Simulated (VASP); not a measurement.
# TiO2 (C2/c) in VASP: further runs

TiO2 is run at these levels: LDA; tasks: single point.

Program: VASP 6.6.1. These are calculated values, not measurements. Logs are shortened: lines on timing, memory, paths and dates and some standing lists are left out, and cuts for length are marked.

**1. The cell of the first run**

The typed cell holds 6 atoms: a = 3.739 Å, b = 3.739 Å, c = 5.169 Å, α = 111.16°, β = 111.16°, γ = 90.00°.

**2. Single point, LDA (strain -0.0600 x Voigt [0, 0, 1, 0, 0, 0])**

Input file INCAR:

```
  PREC = Accurate
  ENCUT = 520
  EDIFF = 1E-7
  ISMEAR = 0
  SIGMA = 0.05
  LREAL = F
  LASPH = T
  NELM = 100
  ALGO = Normal
  ISIF = 2
  LWAVE = F
  LCHARG = T
  LELF = T
  LVHAR = T
  NBANDS = 33
```

Input file KPOINTS:

```
Automatic mesh
0
Gamma
  8 8 6
```

Input file POSCAR:

```
TiO2
1.0
    2.6439701434     -2.6439844221     -0.0182905216
    2.6439701434      2.6439844221     -0.0182905216
   -2.6076207123      0.0000000000      4.4627351150
Ti O
2 4
Direct
    0.1250838811      0.8749161189      0.2500000000
    0.8749161189      0.1250838811      0.7500000000
    0.3329229847      0.0831208130      0.6659429413
    0.6670770153      0.9168791870      0.3340570587
    0.9168791870      0.6670770153      0.8340570587
    0.0831208130      0.3329229847      0.1659429413
```

Potentials or basis: VASP PAW LDA potentials, release 64 (Ti_sv, O).

Command:

```console
$ cat potpaw_LDA.64/Ti_sv/POTCAR potpaw_LDA.64/O/POTCAR > POTCAR
$ mpirun -np 1 vasp_std > vasp.out
```

OUTCAR:

```text
PREC = Accurate
   ENCUT = 520
   EDIFF = 1E-7
   ISMEAR = 0
   LREAL = F
   LASPH = T
   NELM = 100
   ISIF = 2

 ion  position               nearest neighbor table
   1  0.125  0.875  0.250-   3 1.85   5 1.85   4 1.91   6 1.91   4 1.91   6 1.91   2 2.90   2 2.90
                             2 2.91   2 2.91
   2  0.875  0.125  0.750-   4 1.85   6 1.85   5 1.91   3 1.91   5 1.91   3 1.91   1 2.90   1 2.90
                             1 2.91   1 2.91
   3  0.333  0.083  0.666-   1 1.85   2 1.91   2 1.91
   4  0.667  0.917  0.334-   2 1.85   1 1.91   1 1.91
   5  0.917  0.667  0.834-   1 1.85   2 1.91   2 1.91
   6  0.083  0.333  0.166-   2 1.85   1 1.91   1 1.91

  LATTYP: Found a base centered monoclinic cell.
 ALAT       =     5.2880668159
 B/A-ratio  =     0.9999814731
 C/A-ratio  =     0.9774313575
 COS(beta)  =    -0.5104607739

  Lattice vectors:

 A1 = (   2.6439701434,  -2.6439844221,  -0.0182905216)
 A2 = (   2.6439701434,   2.6439844221,  -0.0182905216)
 A3 = (  -2.6076207123,   0.0000000000,   4.4627351150)

Analysis of symmetry for initial positions (statically):
=====================================================================
 Subroutine PRICEL returns:
 Original cell was already a primitive cell.

 Routine SETGRP: Setting up the symmetry group for a
 base centered monoclinic supercell.

 Subroutine GETGRP returns: Found  4 space group operations
 (whereof  2 operations were pure point group operations)
 out of a pool of  4 trial point group operations.

The static configuration has the point symmetry S_2 .
 The point group associated with its full space group is C_2h.

Analysis of symmetry for dynamics (positions and initial velocities):
=====================================================================
 Subroutine PRICEL returns:
 Original cell was already a primitive cell.

 Routine SETGRP: Setting up the symmetry group for a
 base centered monoclinic supercell.

 Subroutine GETGRP returns: Found  4 space group operations
 (whereof  2 operations were pure point group operations)
 out of a pool of  4 trial point group operations.

The dynamic configuration has the point symmetry S_2 .
 The point group associated with its full space group is C_2h.

 Subroutine INISYM returns: Found  4 space group operations
 (whereof  2 operations are pure point group operations),
 and found     1 'primitive' translations

----------------------------------------------------------------------------------------

                                     Primitive cell

  volume of cell :      62.1423

  direct lattice vectors                    reciprocal lattice vectors
     2.643970143 -2.643984422 -0.018290522     0.189877061 -0.189108527  0.110947064
     2.643970143  2.643984422 -0.018290522     0.189877061  0.189108527  0.110947064
    -2.607620712  0.000000000  4.462735115     0.001556422  0.000000000  0.224987263

  length of vectors
     3.739193267  3.739193267  5.168722326     0.290042383  0.290042383  0.224992647

  position of ions in fractional coordinates (direct lattice)
     0.125083881  0.874916119  0.250000000
     0.874916119  0.125083881  0.750000000
     0.332922985  0.083120813  0.665942941
     0.667077015  0.916879187  0.334057059
     0.916879187  0.667077015  0.834057059
     0.083120813  0.332922985  0.165942941

  ion indices of the primitive-cell ions
   primitive index   ion index
                 1           1
                 2           2
                 3           3
                 4           4
                 5           5
                 6           6

----------------------------------------------------------------------------------------

 KPOINTS: Automatic mesh

Automatic generation of k-mesh.
 Grid dimensions read from file:
 generate k-points for:    8    8    6

 Generating k-lattice:

  Cartesian coordinates                     Fractional coordinates (reciprocal lattice)
     0.023734633 -0.023638566  0.013868383     0.125000000  0.000000000  0.000000000
     0.023734633  0.023638566  0.013868383     0.000000000  0.125000000  0.000000000
     0.000259404  0.000000000  0.037497877    -0.000000000 -0.000000000  0.166666667

  Length of vectors
     0.036255298  0.036255298  0.037498774

  Shift w.r.t. Gamma in fractional coordinates (k-lattice)
     0.000000000  0.000000000  0.000000000

 Subroutine IBZKPT returns following result:
 ===========================================

 Found    114 irreducible k-points:

 Following reciprocal coordinates:
            Coordinates               Weight
  0.000000  0.000000  0.000000      1.000000
  0.125000  0.000000  0.000000      4.000000
  0.250000  0.000000  0.000000      4.000000
  0.375000 -0.000000  0.000000      4.000000
  0.500000  0.000000  0.000000      2.000000
  0.125000  0.125000  0.000000      2.000000
[... 16 lines left out ...]
  0.125000 -0.000000  0.166667      4.000000
  0.250000 -0.000000  0.166667      4.000000
 [... further k-points ...]
   k-points           NKPTS =    114   k-points in BZ     NKDIM =    114   number of bands    NBANDS=     33
   number of dos      NEDOS =    301   number of ions     NIONS =      6
   total plane-waves  NPLWV =  31360
   dimension x,y,z NGX =    28 NGY =   28 NGZ =   40
   dimension x,y,z NGXF=    56 NGYF=   56 NGZF=   80
   ions per type =               2   4
   NGX,Y,Z   is equivalent  to a cutoff of  12.45, 12.45, 12.87 a.u.
   NGXF,Y,Z  is equivalent  to a cutoff of  24.90, 24.90, 25.73 a.u.
 SYSTEM =  unknown system
   PREC   = accura    normal or accurate (medium, high low for compatibility)
   ISTART =      0    job   : 0-new  1-cont  2-samecut
   ICHARG =      2    charge: 1-file 2-atom 10-const
   ISPIN  =      1    spin polarized calculation?
   LNONCOLLINEAR =      F non collinear calculations
   LSORBIT =      F    spin-orbit coupling
   LASPH  =      T    aspherical Exc in radial PAW
   ENCUT  =  520.0 eV  38.22 Ry    6.18 a.u.   6.95  6.95  9.61*2*pi/ulx,y,z
   NELM   =    100;   NELMIN=  2; NELMDL= -5     # of ELM steps
   EDIFF  = 0.1E-06   stopping-criterion for ELM
   LREAL  =      F    real-space projection
   EDIFFG = 0.1E-05   stopping-criterion for IOM
   NSW    =      0    number of steps for IOM
   IBRION =     -1    ionic relax: 0-MD 1-quasi-New 2-CG
   NFREE  =      0    steps in history (QN), initial steepest desc. (CG)
   ISIF   =      2    stress and relaxation
   ISYM   =      2    0-nonsym 1-usesym 2-fastsym
   POTIM  = 0.5000    time-step for ionic-motion
   TEBEG  =    0.0;   TEEND  =   0.0 temperature during run
   PSTRESS=    0.0 pullay stress
   NELECT =      48.0000    total number of electrons
   NUPDOWN=      -1.0000    fix difference up-down
   EMIN   =  10.00;   EMAX   =-10.00  energy-range for DOS
   EFERMI =   0.00;   METHOD = LEGACY
   ISMEAR =     0;   SIGMA  =   0.05  broadening in eV -4-tet -1-fermi 0-gaus
   EFERMI_NEDOS =   21; number of points for ismear=-14 and -15
   IALGO  =     38    algorithm
   IMIX   =      4    mixing-type and parameters
     AMIX     =   0.40;   BMIX     =  1.00
     AMIX_MAG =   1.60;   BMIX_MAG =  1.00
  volume/ion in A,a.u.               =      10.36        69.89
  Fermi-wavevector in a.u.,A,eV,Ry     =   1.502079  2.838518 30.698022  2.256241
  Thomas-Fermi vector in A             =   2.613366
   LORBIT       =      0    0 simple, 1 ext, 2 COOP (PROOUT), +10 PAW based schemes
   GGA     = CA    functional components
   LHFCALC =     F    Hartree Fock is set to
   AEXX    =    0.0000 exact exchange contribution
   IVDW    =     0    specifies the selected vdW correction
   LEPSILON=     F    determine dielectric tensor
   LRPA    =     F    only Hartree local field effects (RPA)
 non-spin polarized calculation
 Gauss-broadening in eV      SIGMA  =   0.05
  energy-cutoff  :      520.00
  volume of cell :       62.14
 maximum number of plane-waves:      1687
   NGX = 13   NGY = 13   NGZ = 19

 number of electron      48.0000003 magnetization

 Free energy of the ion-electron system (eV)
  ---------------------------------------------------
  ext. energy  EPLUGINS =         0.00000000
  ---------------------------------------------------
  free energy    TOTEN  =       -58.38455623 eV

  energy without entropy =      -58.38455623  energy(sigma->0) =      -58.38455623

 E-fermi :   4.0851     XC(G=0): -11.8060

 val. band max:        3.8460565303   @ k =   0.5000   0.5000   0.0000
 cond. band min:       5.9908220252   @ k =   0.0000   0.0000   0.0000
 fundamental gap:      2.1447654949
 Fermi energy:         4.0851048337

 k-point     1 :       0.0000    0.0000    0.0000
  band No.  band energies     occupation
      1     -51.3656      2.00000
      2     -51.2462      2.00000
      3     -28.5149      2.00000
      4     -28.0474      2.00000
      5     -28.0474      2.00000
      6     -27.9133      2.00000
[... 25 lines left out ...]
     32       9.8083      0.00000
     33      10.6235      0.00000

 k-point     2 :       0.1250    0.0000    0.0000
  band No.  band energies     occupation
      1     -51.3618      2.00000
      2     -51.2491      2.00000
      3     -28.5070      2.00000
      4     -28.0851      2.00000
      5     -28.0503      2.00000
      6     -27.9238      2.00000
[... 25 lines left out ...]
     32      10.1363      0.00000
     33      10.7501      0.00000

 k-point     3 :       0.2500    0.0000    0.0000
  band No.  band energies     occupation
      1     -51.3516      2.00000
      2     -51.2572      2.00000
      3     -28.4867      2.00000
      4     -28.1648      2.00000
      5     -28.0566      2.00000
      6     -27.9460      2.00000
[... 25 lines left out ...]
     32      10.3907      0.00000
     33      11.1691      0.00000

 k-point     4 :       0.3750   -0.0000    0.0000
  band No.  band energies     occupation
      1     -51.3392      2.00000
      2     -51.2676      2.00000
      3     -28.4625      2.00000
      4     -28.2410      2.00000
      5     -28.0622      2.00000
      6     -27.9620      2.00000
[... 673 lines left out ...]
     32       9.7573      0.00000
     33      10.5043      0.00000

 k-point    23 :       0.1250   -0.0000    0.1667
  band No.  band energies     occupation
      1     -51.3488      2.00000
      2     -51.2624      2.00000
      3     -28.4400      2.00000
      4     -28.1115      2.00000
      5     -28.0680      2.00000
      6     -27.9373      2.00000
[... 25 lines left out ...]
     32      10.1003      0.00000
     33      10.6101      0.00000

 k-point    24 :       0.2500   -0.0000    0.1667
  band No.  band energies     occupation
      1     -51.3364      2.00000
      2     -51.2727      2.00000
      3     -28.4127      2.00000
      4     -28.2001      2.00000
      5     -28.0718      2.00000
      6     -27.9614      2.00000
[... 25 lines left out ...]
     32      10.4677      0.00000
     33      10.9960      0.00000

 [... further k-points ...]
[... 5 lines left out ...]
  --------------------------------------------------------------------------------------
  -------------------------------------------------------------------------------------
  Total        4.4461045      4.4466888     14.9738726      0.0000000      0.0000000      0.0387468
  in kB      114.6311751    114.6462392    386.0621419      0.0000000      0.0000000      0.9989853
  external PRESSURE =     205.1131854 kB  Pullay stress =       0.0000000 kB

 VOLUME and BASIS-vectors are now :
 -----------------------------------------------------------------------------
  energy-cutoff  :      520.00
  volume of cell :       62.14
      direct lattice vectors                 reciprocal lattice vectors
     2.643970143 -2.643984422 -0.018290522     0.189877061 -0.189108527  0.110947064
     2.643970143  2.643984422 -0.018290522     0.189877061  0.189108527  0.110947064
    -2.607620712  0.000000000  4.462735115     0.001556422  0.000000000  0.224987263

 POSITION                                       TOTAL-FORCE (eV/Angst)
 -----------------------------------------------------------------------------------
      1.99206      1.98254      1.09739         0.000000     -0.008860     -0.000000
      0.68825     -1.98254      3.32876         0.000000      0.008860     -0.000000
     -0.63652     -0.66047      2.96432         0.011132      0.005154      1.798443
      3.31684      0.66047      1.46184        -0.011132     -0.005154     -1.798443
      2.01303     -0.66047      3.69320        -0.011132      0.005154     -1.798443
      0.66729      0.66047      0.73295         0.011132     -0.005154      1.798443
 -----------------------------------------------------------------------------------
    total drift:                                0.000000     -0.000000     -0.000000

  FREE ENERGIE OF THE ION-ELECTRON SYSTEM (eV)
  ---------------------------------------------------
  free  energy   TOTEN  =       -58.3845562320 eV

  energy  without entropy=      -58.3845562320  energy(sigma->0) =      -58.38455623
```

It took 2.7 min on 1 thread of AMD EPYC 7R13 (Zen 3), shared host; peak memory 0.25 GiB.

Results:

| Quantity | Value |
| --- | --- |
| Free energy | -58.3846 eV |
| Pressure | 20.5 GPa |
| Largest force | 1.798 eV/Å |
| Band gap on the k mesh | 2.14 eV, indirect (least direct gap 2.43 eV) |

Forces in eV/Å, atoms in the order of the input:
```
Ti   0.000 -0.009  0.000
Ti   0.000  0.009  0.000
O    0.011  0.005  1.798
O   -0.011 -0.005 -1.798
O   -0.011  0.005 -1.798
O    0.011 -0.005  1.798
```

Stress tensor (GPa, compression positive):
```
11.46  0.00  0.10
 0.00 11.46  0.00
 0.10  0.00 38.61
```

Caveat: the cell differs from its parent crystal (strain -0.0600 x Voigt [0, 0, 1, 0, 0, 0]); forces of over 1 eV/Å act on the atoms, so gaps and moduli don't describe the material at rest. A k mesh can miss the band edges.

(Part 1 of 2 ends here.)
